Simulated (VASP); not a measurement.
The system is InSe.

```
In Se
1.0
     4.04733    0.00000    0.00000
    -2.02366    3.50509    0.00000
     0.00000    0.00000   18.05206
In Se
4 4
Direct
  0.33333 0.66667 0.07739
  0.33333 0.66667 0.92261
  0.00000 0.00000 0.42261
  0.00000 0.00000 0.57739
  0.33333 0.66667 0.35298
  0.33333 0.66667 0.64702
  0.66667 0.33333 0.14700
  0.66667 0.33333 0.85300
```

Base run:

| Property | Result |
| --- | --- |
| Program | VASP 6.6.1 |
| Functional | revPBE |
| Potentials or basis | VASP PAW PBE potentials, release 64 (In_d, Se) |
| Cutoff | 520 eV |
| k mesh | 6 × 6 × 2 |
| Occupations | fermi-dirac, width 0.05 eV |
| Spin | no spin polarisation |

Its results: band gap on the k mesh 0.83 eV; pressure 2.6 GPa; largest force 0.323 eV/Å.

Problem. After a change of settings the same cell gave: band gap on the k mesh 0.63 eV; pressure -0.7 GPa; largest force 0.079 eV/Å. Which change was it?
A. functional from revPBE to PBEsol; further incar settings from ALGO = Normal; EDIFF = 1e-07; NBANDS = 48 to ALGO = Normal; EDIFF = 1e-06; NBANDS = 48
B. functional from revPBE to BLYP; further incar settings from ALGO = Normal; EDIFF = 1e-07; NBANDS = 48 to ALGO = Normal; EDIFF = 1e-06; NBANDS = 48
C. functional from revPBE to r2SCAN; further incar settings from ALGO = Normal; EDIFF = 1e-07; NBANDS = 48 to ALGO = Normal; EDIFF = 1e-06; NBANDS = 48
D. functional from revPBE to RPBE; further incar settings from ALGO = Normal; EDIFF = 1e-07; NBANDS = 48 to ALGO = Normal; EDIFF = 1e-06; NBANDS = 48

Solution. A.

Caveats: the PAW data sets were made with another functional, which shifts forces and pressure a little; spin-orbit coupling is left out, which moves the levels of the heavy elements; this functional lacks dispersion, which binds the layers, so the pressure and a relaxed spacing across them are unreliable.
